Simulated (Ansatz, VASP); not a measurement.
**BAs: VASP beside Ansatz**

```
CELL_PARAMETERS angstrom
0.00000 2.42062 2.42062
2.42062 0.00000 2.42062
2.42062 2.42062 0.00000
ATOMIC_POSITIONS crystal
B 0.00000 0.00000 0.00000
As 0.25000 0.25000 0.25000
```

Alike in both runs: functional RPBE; k mesh 7 × 7 × 7; occupations fermi-dirac, width 0.01 eV; no spin polarisation.

Ansatz relaxed the structure, and its values are those at the end. VASP's run is a single point on that final structure, the one shown.

```csv
,VASP,Ansatz
version,VASP 6.6.1,Ansatz 0.2.0
potentials or method,"VASP PAW PBE potentials, release 64 (B, As), cutoff 520 eV","plane waves, PAW"
valence electrons in the cell,8,18
```

```csv
,VASP,Ansatz,Ansatz less VASP
pressure (GPa),0.5,0.0,-0.46
```

VASP's potentials were made for PBE, not for RPBE. VASP's potentials hold 8 valence electrons a cell and Ansatz's 18, so a difference there can come from the potentials and not from the codes.
